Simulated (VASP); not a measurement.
Write the native input for VASP 6.6.1 that does the following.

- Task: single point
- Functional: r2SCAN
- Potentials or basis: VASP PAW PBE potentials, release 64 (As)
- Cutoff: 520 eV
- k mesh: 15 × 15 × 15
- Occupations: gaussian, width 0.15 eV
- Spin: no spin polarisation
- Dipole correction: no
- Further INCAR settings: ALGO = Normal; EDIFF = 1e-06; NBANDS = 12

Crystal: As.

```xyz
2
Lattice="1.7858 1.0310 3.4858 -1.7858 1.0310 3.4858 0.0000 -2.0620 3.4858" Properties=species:S:1:pos:R:3 pbc="T T T"
As    0.0000    0.0000    2.3795
As    0.0000    0.0000    8.0779
```

This cell differs from its parent crystal: strain -0.0500 x Voigt [1, 1, 0, 0, 0, 0].

The input as run:

POSCAR

```
As
1.0
    1.7857619846      1.0310101625      3.4857700000
   -1.7857619846      1.0310101625      3.4857700000
    0.0000000000     -2.0620203251      3.4857700000
As
2
Direct
    0.2275400000      0.2275400000      0.2275400000
    0.7724600000      0.7724600000      0.7724600000
```

INCAR.step1

```
SYSTEM = As
PREC = Accurate
ENCUT = 520
ISMEAR = 0
SIGMA = 0.15
LREAL = .FALSE.
LASPH = .TRUE.
NELM = 100
NBANDS = 12
GGA = PE
ALGO = Normal
EDIFF = 1E-4
LWAVE = .TRUE.
LCHARG = .FALSE.
```

INCAR.step2

```
SYSTEM = As
PREC = Accurate
ENCUT = 520
EDIFF = 1E-6
ISMEAR = 0
SIGMA = 0.15
LREAL = .FALSE.
LASPH = .TRUE.
NELM = 100
ALGO = Normal
ISIF = 2
LWAVE = .FALSE.
LCHARG = .TRUE.
METAGGA = R2SCAN
LMIXTAU = .TRUE.
LELF = .TRUE.
LVHAR = .TRUE.
NBANDS = 12
ISTART = 1
```

KPOINTS

```
Automatic mesh
0
G
  15 15 15
  0 0 0
```

Potentials or basis: VASP PAW PBE potentials, release 64 (As).

Command:

```sh
$ cat potpaw_PBE.64/As/POTCAR > POTCAR
$ cp INCAR.step1 INCAR
$ mpirun -np 1 vasp_std > vasp.out
$ cp INCAR.step2 INCAR
$ mpirun -np 1 vasp_std > vasp.out
```

Results of the run:

| Property | Result |
| --- | --- |
| Pressure | 13.2 GPa |
| Largest force | 0.724 eV/Å |
| Band gap on the k mesh | zero (band 5 reaches 7.43 eV, above the bottom of band 6 at 6.59 eV) |

Caveat: the cell differs from its parent crystal (strain -0.0500 x Voigt [1, 1, 0, 0, 0, 0]); the PAW data sets were made with another functional, which shifts forces and pressure a little.

It took 6.8 min on 1 thread of Intel Xeon 6975P-C, on a shared host, peak memory 0.27 GiB.
